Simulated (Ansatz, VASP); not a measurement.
## One calculation of LiCl, two programs

The input POSCAR:

```
LiCl
1.0
    0.0560624114      2.6120994039      2.6120994039
    2.6120994039      0.0560624114      2.6120994039
    2.6120994039      2.6120994039      0.0560624114
Li Cl
1 1
Direct
    0.0000000000      0.0000000000      0.0000000000
    0.5000000000      0.5000000000      0.5000000000
```

Contents of INCAR.step1:

```
PREC     = Accurate       # precision mode
ENCUT    = 520            # plane-wave cutoff, eV
ISMEAR   = 0              # smearing method
SIGMA    = 0.01           # smearing width, eV
LREAL    = F              # projectors in reciprocal space
LASPH    = T              # aspherical terms in the spheres
NELM     = 80             # most SCF steps
NBANDS   = 12             # bands
GGA      = PE             # functional
ALGO     = Normal         # electronic algorithm
EDIFF    = 1E-4           # SCF threshold, eV
LWAVE    = T              # write WAVECAR
LCHARG   = F              # write CHGCAR
```

INCAR.step2

```
PREC     = Accurate       # precision mode
ENCUT    = 520            # plane-wave cutoff, eV
EDIFF    = 1E-6           # SCF threshold, eV
ISMEAR   = 0              # smearing method
SIGMA    = 0.01           # smearing width, eV
LREAL    = F              # projectors in reciprocal space
LASPH    = T              # aspherical terms in the spheres
NELM     = 80             # most SCF steps
ALGO     = Normal         # electronic algorithm
ISIF     = 2              # what is computed and relaxed
LWAVE    = F              # write WAVECAR
LCHARG   = T              # write CHGCAR
METAGGA  = R2SCAN         # meta-GGA
LMIXTAU  = T            
LELF     = T              # ELF
LVHAR    = T            
NBANDS   = 12             # bands
ISTART   = 1
```

KPOINTS

```
Automatic mesh
0
Gamma
  8 8 8
```

Input for Ansatz:

```yaml
crystal:
  lattice:
    - [0.0560624114, 2.6120994039, 2.6120994039]
    - [2.6120994039, 0.0560624114, 2.6120994039]
    - [2.6120994039, 2.6120994039, 0.0560624114]
  atoms:
    - { symbol: Li, position: [0.0, 0.0, 0.0] }
    - { symbol: Cl, position: [0.5, 0.5, 0.5] }
kpoints:
  mp_grid: { grid: [8, 8, 8] }
  band_path:
    path:
      - [0.0, 0.0, 0.0]
      - [0.5, 0.0, 0.5]
      - [0.625, 0.25, 0.625]
      - [0.375, 0.375, 0.75]
      - [0.5, 0.5, 0.5]
      - [0.5, 0.25, 0.75]
      - [0.075, 0.075, 0.15]
    npoints: 1
hamiltonian:
  xc: r2scan
scf:
  occupations: { method: fixed }
  n_extra_bands: 4
output:
  forces: true
  stress: true
  eigenvalues: true
```

Change from the starting cell: shear_111 strain +3.3%.

Alike in both runs: task single point; functional r2SCAN; k mesh 8 × 8 × 8; no spin polarisation.

|  | VASP | Ansatz |
| --- | --- | --- |
| version | VASP 6.6.1 | Ansatz 0.2.0 |
| potentials or method | VASP PAW PBE potentials, release 64 (Li_sv, Cl) | plane waves, PAW |
| plane-wave cutoff (eV) | 520 | 500 |
| occupations | gaussian, width 0.01 eV | fixed |
| valence electrons in the cell | 10 | 10 |

VASP gave:

```
gap on the k mesh at the Fermi level (eV) : 7.08
```

What did Ansatz give for the same quantities?

gap on the k mesh at the Fermi level (eV): 7.01.

VASP's potentials were made for PBE, not for r2SCAN.

Noted on VASP's run: the cutoff is short for stress, so the pressure is rough.
